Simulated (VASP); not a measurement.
Here is a VASP 6.6.1 calculation.

The input INCAR:

```
SYSTEM = CsSnI3
  ALGO = Normal
  EDIFF = 1E-7
  ENCUT = 520
  GGA = CA
  ISIF = 2
  ISMEAR = 0
  LASPH = .TRUE.
  LCHARG = .FALSE.
  LREAL = .FALSE.
  LWAVE = .FALSE.
  NBANDS = 30
  NELM = 80
  PREC = Accurate
  SIGMA = 0.03
```

File KPOINTS:

```
k-points
0
G
  6 6 6
  0 0 0
```

The input POSCAR:

```
CsSnI3
1.0
    6.2057000000      0.0000000000      0.0000000000
    0.0000000000      6.2057000000      0.0000000000
    0.0000000000      0.0000000000      6.2057000000
Cs Sn I
1 1 3
Direct
    0.0000000000      0.0000000000      0.0000000000
    0.5000000000      0.5000000000      0.5000000000
    0.0000000000      0.5000000000      0.5000000000
    0.5000000000      0.0000000000      0.5000000000
    0.5000000000      0.5000000000      0.0000000000
```

Potentials or basis: VASP PAW LDA potentials, release 64 (Cs_sv, Sn_d, I).

Command:

```sh
$ cat potpaw_LDA.64/Cs_sv/POTCAR potpaw_LDA.64/Sn_d/POTCAR potpaw_LDA.64/I/POTCAR > POTCAR
$ mpirun -np 1 vasp_std > vasp.out
```

(1) Estimate the pressure.

(2) Predict the band gap on the k mesh.

Answers

(1) -1.4 GPa.

(2) 0.27 eV.

Caveat: spin-orbit coupling is left out, which moves the levels of the heavy elements.
